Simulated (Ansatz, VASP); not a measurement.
## Two plane-wave programs on CaO

```xyz
8
Lattice="0.0000 5.1283 5.1004 3.6359 0.0000 5.1004 3.6359 5.1283 0.0000" Properties=species:S:1:pos:R:3 pbc="T T T"
Ca    1.8179    2.5642    0.9152
Ca    1.8179    2.5642    4.1852
Ca    3.6359    5.1283    1.6350
Ca    3.6359    5.1283    8.5658
O     3.6359    1.6025    5.1004
O     3.6359    8.6542    5.1004
O     1.8179    0.9617    2.5502
O     1.8179    4.1666    2.5502
```

Alike in both runs: functional PBE; k mesh 6 × 6 × 6; occupations gaussian, width 0.02 eV; no spin polarisation.

Ansatz relaxed the structure, and its values are those at the end. VASP's run is a single point on that final structure, the one shown.

```csv
,VASP,Ansatz
version,VASP 6.6.1,Ansatz 0.2.0
potentials or method,"VASP PAW PBE potentials, release 64 (Ca_sv, O), cutoff 520 eV","scalar-relativistic, plane waves, PAW"
valence electrons in the cell,64,64
```

```tsv
	VASP	Ansatz	Ansatz less VASP
gap on the k mesh at the Fermi level (eV)	2.33	2.35	+0.015
least direct gap on the mesh (eV)	2.48	2.50	+0.011
pressure (GPa)	0.3	0.0	-0.35
rms of the force components (eV/Å)	0.009	0.001	-0.0088
```

The functional is the same, so the differences come from potentials, cutoffs and numerics.
